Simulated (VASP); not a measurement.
# Ca (Cmcm) in VASP: notebook, part 3 of 3

VASP 6.6.1. The steps go on from the part before.

## 4. Single point, PBEsol+D3(BJ)

INCAR reads:

```
SYSTEM = Ca
  PREC = Accurate
  ENCUT = 520
  EDIFF = 1E-6
  ISMEAR = -1
  SIGMA = 0.08
  LREAL = .False.
  LASPH = .True.
  NELM = 60
  ALGO = Normal
  ISIF = 2
  LWAVE = .False.
  LCHARG = .False.
  GGA = PS
  IVDW = 12
  NBANDS = 17
```

KPOINTS reads:

```
Automatic mesh
0
Gamma
  8 8 6
  0 0 0
```

POSCAR reads:

```
Ca
1.0
    1.9103090758     -3.3118063637      0.0000000000
    1.9103090758      3.3118063637      0.0000000000
    0.0000000000      0.0000000000      6.2630075585
Ca
2
Direct
    0.8335336331      0.1664663669      0.2500000000
    0.1664663669      0.8335336331      0.7500000000
```

Potentials or basis: VASP PAW PBE potentials, release 64 (Ca_sv).

Command:

```sh
> cat potpaw_PBE.64/Ca_sv/POTCAR > POTCAR
> mpirun -np 1 vasp_std > vasp.out
```

OUTCAR:

```text
SYSTEM = Ca
   PREC = Accurate
   ENCUT = 520
   EDIFF = 1E-6
   ISMEAR = -1
   LREAL = .False.
   LASPH = .True.
   NELM = 60
   ISIF = 2
   GGA = PS
   IVDW = 12
 IVDW          = 12

 ion  position               nearest neighbor table
   1  0.834  0.166  0.250-
   2  0.166  0.834  0.750-

  LATTYP: Found a base centered orthorhombic cell.
 ALAT       =     3.8206181516
 B/A-ratio  =     1.7336494946
 C/A-ratio  =     1.6392655089

  Lattice vectors:

 A1 = (   1.9103090758,  -3.3118063637,   0.0000000000)
 A2 = (   1.9103090758,   3.3118063637,   0.0000000000)
 A3 = (   0.0000000000,   0.0000000000,   6.2630075585)

Analysis of symmetry for initial positions (statically):
=====================================================================
 Subroutine PRICEL returns:
 Original cell was already a primitive cell.

 Routine SETGRP: Setting up the symmetry group for a
 base centered orthorhombic supercell.

 Subroutine GETGRP returns: Found  8 space group operations
 (whereof  4 operations were pure point group operations)
 out of a pool of  8 trial point group operations.

The static configuration has the point symmetry C_2h.
 The point group associated with its full space group is D_2h.

Analysis of symmetry for dynamics (positions and initial velocities):
=====================================================================
 Subroutine PRICEL returns:
 Original cell was already a primitive cell.

 Routine SETGRP: Setting up the symmetry group for a
 base centered orthorhombic supercell.

 Subroutine GETGRP returns: Found  8 space group operations
 (whereof  4 operations were pure point group operations)
 out of a pool of  8 trial point group operations.

The dynamic configuration has the point symmetry C_2h.
 The point group associated with its full space group is D_2h.

 Subroutine INISYM returns: Found  8 space group operations
 (whereof  4 operations are pure point group operations),
 and found     1 'primitive' translations

----------------------------------------------------------------------------------------

                                     Primitive cell

  volume of cell :      79.2468

  direct lattice vectors                    reciprocal lattice vectors
     1.910309076 -3.311806364  0.000000000     0.261737750 -0.150975010  0.000000000
     1.910309076  3.311806364  0.000000000     0.261737750  0.150975010  0.000000000
     0.000000000  0.000000000  6.263007559     0.000000000  0.000000000  0.159667698

  length of vectors
     3.823263286  3.823263286  6.263007559     0.302159070  0.302159070  0.159667698

  position of ions in fractional coordinates (direct lattice)
     0.833533633  0.166466367  0.250000000
     0.166466367  0.833533633  0.750000000

  ion indices of the primitive-cell ions
   primitive index   ion index
                 1           1
                 2           2

----------------------------------------------------------------------------------------

 KPOINTS: Automatic mesh

Automatic generation of k-mesh.
 Grid dimensions read from file:
 generate k-points for:    8    8    6

 Generating k-lattice:

  Cartesian coordinates                     Fractional coordinates (reciprocal lattice)
     0.032717219 -0.018871876  0.000000000     0.125000000  0.000000000  0.000000000
     0.032717219  0.018871876  0.000000000     0.000000000  0.125000000  0.000000000
     0.000000000  0.000000000  0.026611283     0.000000000  0.000000000  0.166666667

  Length of vectors
     0.037769884  0.037769884  0.026611283

  Shift w.r.t. Gamma in fractional coordinates (k-lattice)
     0.000000000  0.000000000  0.000000000

 Subroutine IBZKPT returns following result:
 ===========================================

 Found     84 irreducible k-points:

 Following reciprocal coordinates:
            Coordinates               Weight
  0.000000  0.000000  0.000000      1.000000
  0.125000  0.000000  0.000000      4.000000
  0.250000  0.000000  0.000000      4.000000
  0.375000  0.000000  0.000000      4.000000
  0.500000  0.000000  0.000000      2.000000
  0.125000  0.125000  0.000000      2.000000
[... 16 lines left out ...]
  0.125000  0.000000  0.166667      8.000000
  0.250000  0.000000  0.166667      8.000000
 [... further k-points ...]
   k-points           NKPTS =     84   k-points in BZ     NKDIM =     84   number of bands    NBANDS=     17
   number of dos      NEDOS =    301   number of ions     NIONS =      2
   total plane-waves  NPLWV =  37632
   dimension x,y,z NGX =    28 NGY =   28 NGZ =   48
   dimension x,y,z NGXF=    56 NGYF=   56 NGZF=   96
   ions per type =               2
   NGX,Y,Z   is equivalent  to a cutoff of  12.18, 12.18, 12.74 a.u.
   NGXF,Y,Z  is equivalent  to a cutoff of  24.35, 24.35, 25.48 a.u.
 SYSTEM =  Ca
   PREC   = accura    normal or accurate (medium, high low for compatibility)
   ISTART =      0    job   : 0-new  1-cont  2-samecut
   ICHARG =      2    charge: 1-file 2-atom 10-const
   ISPIN  =      1    spin polarized calculation?
   LNONCOLLINEAR =      F non collinear calculations
   LSORBIT =      F    spin-orbit coupling
   LASPH  =      T    aspherical Exc in radial PAW
   ENCUT  =  520.0 eV  38.22 Ry    6.18 a.u.   7.11  7.11 11.65*2*pi/ulx,y,z
   NELM   =     60;   NELMIN=  2; NELMDL= -5     # of ELM steps
   EDIFF  = 0.1E-05   stopping-criterion for ELM
   LREAL  =      F    real-space projection
[... 7 lines left out ...]
   TEBEG  =    0.0;   TEEND  =   0.0 temperature during run
   PSTRESS=    0.0 pullay stress
   NELECT =      20.0000    total number of electrons
   NUPDOWN=      -1.0000    fix difference up-down
   EMIN   =  10.00;   EMAX   =-10.00  energy-range for DOS
   EFERMI =   0.00;   METHOD = LEGACY
   ISMEAR =    -1;   SIGMA  =   0.08  broadening in eV -4-tet -1-fermi 0-gaus
   EFERMI_NEDOS =   21; number of points for ismear=-14 and -15
   IALGO  =     38    algorithm
   IMIX   =      4    mixing-type and parameters
     AMIX     =   0.40;   BMIX     =  1.00
     AMIX_MAG =   1.60;   BMIX_MAG =  1.00
  volume/ion in A,a.u.               =      39.62       267.39
  Fermi-wavevector in a.u.,A,eV,Ry     =   1.034565  1.955044 14.562644  1.070324
  Thomas-Fermi vector in A             =   2.168866
   LORBIT       =      0    0 simple, 1 ext, 2 COOP (PROOUT), +10 PAW based schemes
   GGA     = PS    functional components
   LHFCALC =     F    Hartree Fock is set to
   AEXX    =    0.0000 exact exchange contribution
   IVDW    =    12    specifies the selected vdW correction
   LEPSILON=     F    determine dielectric tensor
   LRPA    =     F    only Hartree local field effects (RPA)
 non-spin polarized calculation
  energy-cutoff  :      520.00
  volume of cell :       79.25
 maximum number of plane-waves:      2160
   NGX = 15   NGY = 15   NGZ = 23

 number of electron      20.0000003 magnetization

 Free energy of the ion-electron system (eV)
  ---------------------------------------------------
  ext. energy  EPLUGINS =         0.00000000
  ---------------------------------------------------
  free energy    TOTEN  =        -4.28402933 eV

  energy without entropy =       -4.23767140  energy(sigma->0) =       -4.26085036

 E-fermi :   2.1791     XC(G=0):  -8.0123

 val. band max:        2.0988643659   @ k =  -0.2500   0.2500   0.0000
 cond. band min:       2.2022026342   @ k =   0.2500   0.1250   0.0000
 fundamental gap:      0.1033382683
 Fermi energy:         2.1791182526

 k-point     1 :       0.0000    0.0000    0.0000
  band No.  band energies     occupation
      1     -39.5394      2.00000
      2     -39.5209      2.00000
      3     -20.6938      2.00000
      4     -20.5489      2.00000
      5     -20.5486      2.00000
      6     -20.5250      2.00000
[... 9 lines left out ...]
     16       4.8781      0.00000
     17       5.3027      0.00000

 k-point     2 :       0.1250    0.0000    0.0000
  band No.  band energies     occupation
      1     -39.5369      2.00000
      2     -39.5197      2.00000
      3     -20.6850      2.00000
      4     -20.5687      2.00000
      5     -20.5551      2.00000
      6     -20.5455      2.00000
[... 9 lines left out ...]
     16       5.0227      0.00000
     17       5.0667      0.00000
[... 421 lines left out ...]
 k-point    24 :       0.2500    0.0000    0.1667
  band No.  band energies     occupation
      1     -39.5298      2.00000
      2     -39.5179      2.00000
      3     -20.6595      2.00000
      4     -20.6107      2.00000
      5     -20.5990      2.00000
      6     -20.5675      2.00000
[... 9 lines left out ...]
     16       5.2722      0.00000
     17       5.3578      0.00000

 [... further k-points ...]

------------------------ aborting loop because EDIFF is reached ----------------------------------------

 Edisp (eV)   -0.51045

 E8    (eV) :    -0.3692

  FORCE on cell =-STRESS in cart. coord.  units (eV):
  Direction    XX          YY          ZZ          XY          YZ          ZX
  --------------------------------------------------------------------------------------
  -------------------------------------------------------------------------------------
  Total      -0.26405    -0.27226    -0.21301     0.00000     0.00000     0.00000
  in kB      -5.33853    -5.50441    -4.30650     0.00000     0.00000     0.00000
  external pressure =       -5.05 kB  Pullay stress =        0.00 kB

 VOLUME and BASIS-vectors are now :
 -----------------------------------------------------------------------------
  energy-cutoff  :      520.00
  volume of cell :       79.25
      direct lattice vectors                 reciprocal lattice vectors
     1.910309076 -3.311806364  0.000000000     0.261737750 -0.150975010  0.000000000
     1.910309076  3.311806364  0.000000000     0.261737750  0.150975010  0.000000000
     0.000000000  0.000000000  6.263007559     0.000000000  0.000000000  0.159667698

 POSITION                                       TOTAL-FORCE (eV/Angst)
 -----------------------------------------------------------------------------------
      1.91031     -2.20920      1.56575         0.000000      0.000072      0.000000
      1.91031      2.20920      4.69726         0.000000     -0.000072      0.000000
 -----------------------------------------------------------------------------------
    total drift:                               -0.000000     -0.000000     -0.000000

  FREE ENERGIE OF THE ION-ELECTRON SYSTEM (eV)
  ---------------------------------------------------
  free  energy   TOTEN  =        -4.7944785887 eV

  energy  without entropy=       -4.7481206607  energy(sigma->0) =       -4.77129962
```

OSZICAR:

```text
N       E                     dE             d eps       ncg     rms          rms(c)
DAV:   1     0.172188788270E+03    0.17219E+03   -0.10183E+04  2856   0.107E+03
DAV:   2     0.495776868180E+01   -0.16723E+03   -0.16517E+03  3239   0.319E+02
DAV:   3    -0.404124620121E+01   -0.89990E+01   -0.89103E+01  5564   0.539E+01
DAV:   4    -0.429700669763E+01   -0.25576E+00   -0.25521E+00  3501   0.998E+00
DAV:   5    -0.430917618700E+01   -0.12169E-01   -0.12163E-01  4915   0.135E+00    0.310E+00
DAV:   6    -0.429198206431E+01    0.17194E-01   -0.18039E-02  3609   0.135E+00    0.186E+00
DAV:   7    -0.428429021521E+01    0.76918E-02   -0.29021E-02  3458   0.184E+00    0.110E-01
DAV:   8    -0.428399150479E+01    0.29871E-03   -0.24285E-03  4226   0.359E-01    0.283E-02
DAV:   9    -0.428402777762E+01   -0.36273E-04   -0.25690E-04  4286   0.813E-02    0.992E-03
DAV:  10    -0.428403156449E+01   -0.37869E-05   -0.14886E-05  3733   0.369E-02    0.119E-02
DAV:  11    -0.428402925469E+01    0.23098E-05   -0.17116E-06  3160   0.149E-02    0.282E-03
DAV:  12    -0.428402932876E+01   -0.74071E-07   -0.13223E-07  2598   0.372E-03
   1 F= -.47944786E+01 E0= -.47712996E+01  d E =-.463579E-01
```

stdout:

```text
POSCAR found type information on POSCAR Ca
 POSCAR found :  1 types and       2 ions
 scaLAPACK will be used
 -----------------------------------------------------------------------------
|                                                                             |
|                                                                             |
|     You enforced a specific xc type in the INCAR file but a different       |
|     I HOPE YOU KNOW WHAT YOU ARE DOING!                                     |
|                                                                             |
 -----------------------------------------------------------------------------

 LDA part: xc-table for (Slater+PW92), standard interpolation
 POSCAR, INCAR and KPOINTS ok, starting setup
 FFT: planning ... GRIDC
 FFT: planning ... GRID_SOFT
 FFT: planning ... GRID
 WAVECAR not read
 entering main loop
```

It took 1.7 min on 1 thread of Intel Xeon 8259CL, shared host; peak memory 0.26 GiB.

What came out:

* Free energy: -4.7945 eV
* Pressure: -0.5 GPa
* Band gap on the k mesh: zero (band 10 reaches 2.43 eV, above the bottom of band 11 at 2.02 eV)
* Dispersion energy per atom: -0.255 eV

Levels at points of the mesh, in eV from the Fermi level:
```tsv
k point	band 6	band 7	band 8	band 9	band 10	band 11	band 12	band 13	band 14	band 15
(0.00, 0.00, 0.00)	-22.70	-22.70	-22.70	-4.18	-1.09	-0.15	2.34	2.36	2.37	2.69
(0.50, 0.00, 0.00)	-22.77	-22.74	-22.73	-1.14	-0.68	0.16	0.34	1.43	2.01	2.27
(0.50, 0.50, 0.00)	-22.77	-22.74	-22.73	-1.14	-0.69	0.17	0.34	1.42	2.00	2.28
(0.00, 0.00, 0.50)	-22.72	-22.72	-22.72	-3.12	-3.12	1.42	1.42	2.35	2.35	2.35
(0.50, 0.00, 0.50)	-22.75	-22.74	-22.74	-0.74	-0.74	0.15	0.15	1.48	1.48	2.99
(0.50, 0.50, 0.50)	-22.75	-22.74	-22.74	-0.74	-0.74	0.15	0.15	1.48	1.48	3.00
```

Caveat: the PAW data sets were made with another functional, which shifts forces and pressure a little; pairwise dispersion overbinds metals, which lowers pressure and volume.

## 5. Overview

```tsv
task	level	cell	gap on the mesh (eV)	pressure (GPa)
relaxation of the atoms	PBEsol+D3(BJ)	atoms relaxed	none	-0.5
single point	PBEsol	as given	none	0.6
single point	PBEsol+D3(BJ)	as given	none	-0.5
```

Alike in all rows: potentials or basis VASP PAW PBE potentials, release 64 (Ca_sv); no spin polarisation; k mesh 8 × 8 × 6; cutoff (eV) 520; smearing fermi-dirac 0.08 eV.

Caveats: the PAW data sets were made with another functional, which shifts forces and pressure a little; pairwise dispersion overbinds metals, which lowers pressure and volume (some runs); the relaxation stopped at its first step, so nothing moved (some runs).

Absolute energies hang on the potentials; compare differences alone.
